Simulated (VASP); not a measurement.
# Ga3SbN2 (P4/mmm) in VASP: single point with PBE

Aim: the single point of Ga3SbN2 with PBE.

Program: VASP 6.6.1. These are calculated values, not measurements. Logs are shortened: lines on timing, memory, paths and dates and some standing lists are left out, and cuts for length are marked.

**1. The cell of the first run**

The structure is tetragonal, space group P4/mmm (No. 123). The conventional cell has a = 2.911 Å, b = 2.911 Å, c = 10.904 Å, α = 90.00°, β = 90.00°, γ = 90.00°. Ga (site symmetry 4mm) has 4 N at 2.14 Å and 5 Ga at 2.58 to 2.91 Å within 3.0 Å. Ga (site symmetry 4/mmm) has 6 Ga at 2.58 to 2.91 Å within 3.4 Å. Sb (site symmetry 4/mmm) has 2 N at 2.28 Å and 4 Sb at 2.91 Å within 3.0 Å. N (site symmetry 4mm) has 4 Ga at 2.14 Å and 1 Sb at 2.28 Å and 4 N at 2.91 Å within 3.0 Å.

The cell was generated, and may not be a known phase.

**2. Single point, PBE**

Input file INCAR:

```
PREC = Accurate
ENCUT = 700
EDIFF = 1E-6
ISMEAR = 0
SIGMA = 0.1
LREAL = False
LASPH = True
NELM = 120
ALGO = Normal
ISIF = 2
LWAVE = False
LCHARG = False
GGA = PE
NBANDS = 41
GGA_COMPAT = False
```

Input file KPOINTS:

```
Automatic mesh
0
Gamma
  6 6 2
```

Input file POSCAR:

```
Ga3SbN2
1.0
    2.9114438985      0.0000000000      0.0000000000
    0.0000000000      2.9114438985      0.0000000000
    0.0000000000      0.0000000000     10.9042137037
Ga Sb N
3 1 2
Direct
    0.5000000000      0.5000000000      0.2631796997
    0.5000000000      0.5000000000      0.5000000000
    0.5000000000      0.5000000000      0.7368203003
    0.0000000000      0.0000000000      0.0000000000
    0.0000000000      0.0000000000      0.2088642829
    0.0000000000      0.0000000000      0.7911357171
```

Potentials or basis: VASP PAW PBE potentials, release 64 (Ga_d, Sb_d_GW, N).

Started as:

```console
> cat potpaw_PBE.64/Ga_d/POTCAR potpaw_PBE.64/Sb_d_GW/POTCAR potpaw_PBE.64/N/POTCAR > POTCAR
> mpirun -np 1 vasp_std > vasp.out
```

OUTCAR:

```text
PREC = Accurate
   ENCUT = 700
   EDIFF = 1E-6
   ISMEAR = 0
   LREAL = False
   LASPH = True
   NELM = 120
   ISIF = 2
   GGA = PE

 ion  position               nearest neighbor table
   1  0.500  0.500  0.263-   5 2.14   5 2.14   5 2.14   5 2.14   2 2.58
   2  0.500  0.500  0.500-   1 2.58   3 2.58
   3  0.500  0.500  0.737-   6 2.14   6 2.14   6 2.14   6 2.14   2 2.58
   4  0.000  0.000  0.000-   5 2.28   6 2.28
   5  0.000  0.000  0.209-   1 2.14   1 2.14   1 2.14   1 2.14   4 2.28
   6  0.000  0.000  0.791-   3 2.14   3 2.14   3 2.14   3 2.14   4 2.28

  LATTYP: Found a simple tetragonal cell.
 ALAT       =     2.9114438985
 C/A-ratio  =     3.7452941165

  Lattice vectors:

 A1 = (   2.9114438985,   0.0000000000,   0.0000000000)
 A2 = (   0.0000000000,   2.9114438985,   0.0000000000)
 A3 = (   0.0000000000,   0.0000000000,  10.9042137037)

Analysis of symmetry for initial positions (statically):
=====================================================================
 Subroutine PRICEL returns:
 Original cell was already a primitive cell.

 Routine SETGRP: Setting up the symmetry group for a
 simple tetragonal supercell.

 Subroutine GETGRP returns: Found 16 space group operations
 (whereof 16 operations were pure point group operations)
 out of a pool of 16 trial point group operations.

The static configuration has the point symmetry D_4h.

Analysis of symmetry for dynamics (positions and initial velocities):
=====================================================================
 Subroutine PRICEL returns:
 Original cell was already a primitive cell.

 Routine SETGRP: Setting up the symmetry group for a
 simple tetragonal supercell.

 Subroutine GETGRP returns: Found 16 space group operations
 (whereof 16 operations were pure point group operations)
 out of a pool of 16 trial point group operations.

The dynamic configuration has the point symmetry D_4h.

 Subroutine INISYM returns: Found 16 space group operations
 (whereof 16 operations are pure point group operations),
 and found     1 'primitive' translations

----------------------------------------------------------------------------------------

                                     Primitive cell

  volume of cell :      92.4296

  direct lattice vectors                    reciprocal lattice vectors
     2.911443898  0.000000000  0.000000000     0.343472186  0.000000000  0.000000000
     0.000000000  2.911443898  0.000000000     0.000000000  0.343472186  0.000000000
     0.000000000  0.000000000 10.904213704     0.000000000  0.000000000  0.091707667

  length of vectors
     2.911443898  2.911443898 10.904213704     0.343472186  0.343472186  0.091707667

  position of ions in fractional coordinates (direct lattice)
     0.500000000  0.500000000  0.263179700
     0.500000000  0.500000000  0.500000000
     0.500000000  0.500000000  0.736820300
     0.000000000  0.000000000  0.000000000
     0.000000000  0.000000000  0.208864283
     0.000000000  0.000000000  0.791135717

  ion indices of the primitive-cell ions
   primitive index   ion index
                 1           1
                 2           2
                 3           3
                 4           4
                 5           5
                 6           6

----------------------------------------------------------------------------------------

 KPOINTS: Automatic mesh

Automatic generation of k-mesh.
 Grid dimensions read from file:
 generate k-points for:    6    6    2

 Generating k-lattice:

  Cartesian coordinates                     Fractional coordinates (reciprocal lattice)
     0.057245364  0.000000000  0.000000000     0.166666667  0.000000000  0.000000000
     0.000000000  0.057245364  0.000000000     0.000000000  0.166666667  0.000000000
     0.000000000  0.000000000  0.045853834     0.000000000  0.000000000  0.500000000

  Length of vectors
     0.057245364  0.057245364  0.045853834

  Shift w.r.t. Gamma in fractional coordinates (k-lattice)
     0.000000000  0.000000000  0.000000000

 Subroutine IBZKPT returns following result:
 ===========================================

 Found     20 irreducible k-points:

 Following reciprocal coordinates:
            Coordinates               Weight
  0.000000  0.000000  0.000000      1.000000
  0.166667  0.000000  0.000000      4.000000
  0.333333  0.000000  0.000000      4.000000
  0.500000  0.000000  0.000000      2.000000
  0.166667  0.166667  0.000000      4.000000
  0.333333  0.166667  0.000000      8.000000
[... 12 lines left out ...]
  0.500000  0.333333  0.500000      4.000000
  0.500000  0.500000  0.500000      1.000000
   k-points           NKPTS =     20   k-points in BZ     NKDIM =     20   number of bands    NBANDS=     41
   number of dos      NEDOS =    301   number of ions     NIONS =      6
   total plane-waves  NPLWV =  75264
   dimension x,y,z NGX =    28 NGY =   28 NGZ =   96
   dimension x,y,z NGXF=    56 NGYF=   56 NGZF=  192
   ions per type =               3   1   2
   NGX,Y,Z   is equivalent  to a cutoff of  15.99, 15.99, 14.64 a.u.
   NGXF,Y,Z  is equivalent  to a cutoff of  31.98, 31.98, 29.27 a.u.
 SYSTEM =  unknown system
   PREC   = accura    normal or accurate (medium, high low for compatibility)
   ISTART =      0    job   : 0-new  1-cont  2-samecut
   ICHARG =      2    charge: 1-file 2-atom 10-const
   ISPIN  =      1    spin polarized calculation?
   LNONCOLLINEAR =      F non collinear calculations
   LSORBIT =      F    spin-orbit coupling
   LASPH  =      T    aspherical Exc in radial PAW
   ENCUT  =  700.0 eV  51.45 Ry    7.17 a.u.   6.28  6.28 23.52*2*pi/ulx,y,z
   NELM   =    120;   NELMIN=  2; NELMDL= -5     # of ELM steps
   EDIFF  = 0.1E-05   stopping-criterion for ELM
   LREAL  =      F    real-space projection
   EDIFFG = 0.1E-04   stopping-criterion for IOM
   NSW    =      0    number of steps for IOM
   IBRION =     -1    ionic relax: 0-MD 1-quasi-New 2-CG
   NFREE  =      0    steps in history (QN), initial steepest desc. (CG)
   ISIF   =      2    stress and relaxation
   ISYM   =      2    0-nonsym 1-usesym 2-fastsym
   POTIM  = 0.5000    time-step for ionic-motion
   TEBEG  =    0.0;   TEEND  =   0.0 temperature during run
   PSTRESS=    0.0 pullay stress
   NELECT =      64.0000    total number of electrons
   NUPDOWN=      -1.0000    fix difference up-down
   EMIN   =  10.00;   EMAX   =-10.00  energy-range for DOS
   EFERMI =   0.00;   METHOD = LEGACY
   ISMEAR =     0;   SIGMA  =   0.10  broadening in eV -4-tet -1-fermi 0-gaus
   EFERMI_NEDOS =   21; number of points for ismear=-14 and -15
   IALGO  =     38    algorithm
   IMIX   =      4    mixing-type and parameters
     AMIX     =   0.40;   BMIX     =  1.00
     AMIX_MAG =   1.60;   BMIX_MAG =  1.00
  volume/ion in A,a.u.               =      15.40       103.96
  Fermi-wavevector in a.u.,A,eV,Ry     =   1.448320  2.736927 28.539986  2.097630
  Thomas-Fermi vector in A             =   2.566174
   LORBIT       =      0    0 simple, 1 ext, 2 COOP (PROOUT), +10 PAW based schemes
   GGA     = PE    functional components
   LHFCALC =     F    Hartree Fock is set to
   AEXX    =    0.0000 exact exchange contribution
   IVDW    =     0    specifies the selected vdW correction
   LEPSILON=     F    determine dielectric tensor
   LRPA    =     F    only Hartree local field effects (RPA)
 non-spin polarized calculation
 Gauss-broadening in eV      SIGMA  =   0.10
  energy-cutoff  :      700.00
  volume of cell :       92.43
 maximum number of plane-waves:      3932
 NGX is ok and might be reduce to    28
   NGX = 13   NGY = 13   NGZ = 47

 number of electron      63.9999987 magnetization

 Free energy of the ion-electron system (eV)
  ---------------------------------------------------
  ext. energy  EPLUGINS =         0.00000000
  ---------------------------------------------------
  free energy    TOTEN  =       -27.70081136 eV

  energy without entropy =      -27.69196911  energy(sigma->0) =      -27.69639024

 E-fermi :   6.1568     XC(G=0): -11.2271

 val. band max:        6.1481894053   @ k =   0.3333   0.0000   0.0000
 cond. band min:       6.2278377684   @ k =   0.3333   0.1667   0.5000
 fundamental gap:      0.0796483631
 Fermi energy:         6.1567881003

 k-point     1 :       0.0000    0.0000    0.0000
  band No.  band energies     occupation
      1     -23.6855      2.00000
      2     -23.5222      2.00000
      3     -23.3891      2.00000
      4     -23.3891      2.00000
      5     -23.3566      2.00000
      6     -10.3584      2.00000
[... 33 lines left out ...]
     40      14.2082      0.00000
     41      15.2275      0.00000

 k-point     2 :       0.1667    0.0000    0.0000
  band No.  band energies     occupation
      1     -23.6391      2.00000
      2     -23.4930      2.00000
      3     -23.4139      2.00000
      4     -23.3871      2.00000
      5     -23.3780      2.00000
      6     -10.0604      2.00000
[... 33 lines left out ...]
     40      14.5903      0.00000
     41      14.8382      0.00000

 k-point     3 :       0.3333    0.0000    0.0000
  band No.  band energies     occupation
      1     -23.5893      2.00000
      2     -23.4630      2.00000
      3     -23.4205      2.00000
      4     -23.3905      2.00000
      5     -23.3830      2.00000
      6      -9.4198      2.00000
[... 33 lines left out ...]
     40      13.1101      0.00000
     41      14.5899      0.00000

 k-point     4 :       0.5000    0.0000    0.0000
  band No.  band energies     occupation
      1     -23.5774      2.00000
      2     -23.4874      2.00000
      3     -23.4416      2.00000
      4     -23.3810      2.00000
      5     -23.3258      2.00000
      6      -9.1338      2.00000
[... 649 lines left out ...]
     40      12.4354      0.00000
     41      12.5267      0.00000

 k-point    19 :       0.5000    0.3333    0.5000
  band No.  band energies     occupation
      1     -23.5243      2.00000
      2     -23.4785      2.00000
      3     -23.4521      2.00000
      4     -23.3858      2.00000
      5     -23.2833      2.00000
      6      -9.4758      2.00000
[... 33 lines left out ...]
     40      11.6476      0.00000
     41      12.2738      0.00000

 k-point    20 :       0.5000    0.5000    0.5000
  band No.  band energies     occupation
      1     -23.5515      2.00000
      2     -23.4755      2.00000
      3     -23.4755      2.00000
      4     -23.3557      2.00000
      5     -23.2343      2.00000
      6      -9.5640      2.00000
[... 33 lines left out ...]
     40      11.7974      0.00000
     41      11.8878      0.00000

------------------------ aborting loop because EDIFF is reached ----------------------------------------

  FORCE on cell =-STRESS in cart. coord.  units (eV):
  Direction    XX          YY          ZZ          XY          YZ          ZX
  --------------------------------------------------------------------------------------
  -------------------------------------------------------------------------------------
  Total        0.0804246      0.0804246     -0.0978606      0.0000000      0.0000000     -0.0000000
  in kB        1.3940811      1.3940811     -1.6963180      0.0000000      0.0000000     -0.0000000
  external PRESSURE =       0.3639481 kB  Pullay stress =       0.0000000 kB

 VOLUME and BASIS-vectors are now :
 -----------------------------------------------------------------------------
  energy-cutoff  :      700.00
  volume of cell :       92.43
      direct lattice vectors                 reciprocal lattice vectors
     2.911443898  0.000000000  0.000000000     0.343472186  0.000000000  0.000000000
     0.000000000  2.911443898  0.000000000     0.000000000  0.343472186  0.000000000
     0.000000000  0.000000000 10.904213704     0.000000000  0.000000000  0.091707667

 POSITION                                       TOTAL-FORCE (eV/Angst)
 -----------------------------------------------------------------------------------
      1.45572      1.45572      2.86977         0.000000     -0.000000      0.013427
      1.45572      1.45572      5.45211         0.000000      0.000000      0.000000
      1.45572      1.45572      8.03445         0.000000     -0.000000     -0.013427
      0.00000      0.00000      0.00000         0.000000      0.000000      0.000000
      0.00000      0.00000      2.27750         0.000000      0.000000     -0.018839
      0.00000      0.00000      8.62671         0.000000      0.000000      0.018839
 -----------------------------------------------------------------------------------
    total drift:                                0.000000      0.000000     -0.000000

  FREE ENERGIE OF THE ION-ELECTRON SYSTEM (eV)
  ---------------------------------------------------
  free  energy   TOTEN  =       -27.7008113615 eV

  energy  without entropy=      -27.6919691108  energy(sigma->0) =      -27.69639024
```

Wall time 4.2 min (1 thread of Intel Xeon Platinum 8259CL at 2.50GHz (Skylake/Cascade Lake), shared host); peak memory 0.33 GiB.

What came out:

```yaml
Free_energy: -27.7008 eV
Pressure: 0.0 GPa
Largest_force: 0.019 eV/Å
Band_gap_on_the_k_mesh: zero (bands 32 and 33 overlap by 2.23 eV)
```

Forces in eV/Å, atoms in the order of the input:
```
Ga   0.000  0.000  0.013
Ga   0.000  0.000  0.000
Ga   0.000  0.000 -0.013
Sb   0.000  0.000  0.000
N    0.000  0.000 -0.019
N    0.000  0.000  0.019
```

Caveat: spin-orbit coupling is left out, which moves the levels of the heavy elements.

The gap in the log of VASP goes by the Fermi energy; the results here count the filled bands.